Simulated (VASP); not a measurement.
Here is a VASP 6.6.1 calculation.

INCAR

```
ALGO = Normal ; EDIFF = 1E-6
ENCUT = 500 ; GGA = PE
GGA_COMPAT = False ; ISIF = 2
ISMEAR = 0 ; LASPH = True
LCHARG = False ; LREAL = False
LWAVE = False ; NBANDS = 22
NELM = 120 ; PREC = Accurate
SIGMA = 0.1
```

KPOINTS

```
k-points
0
Gamma
  10 10 10
```

The input POSCAR:

```
Si5Te
1.0
    0.0000000000      3.7450495683      3.7450495683
    3.7450495683      0.0000000000      3.7450495683
    3.7450495683      3.7450495683      0.0000000000
Si Te
5 1
Direct
    0.7500000000      0.7500000000      0.7500000000
    0.3758083656      0.3758083656      0.8725749032
    0.3758083656      0.8725749032      0.3758083656
    0.3758083656      0.3758083656      0.3758083656
    0.8725749032      0.3758083656      0.3758083656
    0.0000000000      0.0000000000      0.0000000000
```

Potentials or basis: VASP PAW PBE potentials, release 64 (Si, Te).

Run with:

```console
$ cat potpaw_PBE.64/Si/POTCAR potpaw_PBE.64/Te/POTCAR > POTCAR
$ mpirun -np 1 vasp_std > vasp.out
```

(1) What does it give for the pressure?

(2) Predict the largest force.

(3) Estimate the band gap on the k mesh.

## Answers

(1) 0.0 GPa.

(2) 0.013 eV/Å.

(3) zero (band 13 reaches 10.32 eV, above the bottom of band 14 at 6.82 eV).

Caveat: spin-orbit coupling is left out, which moves the levels of the heavy elements.
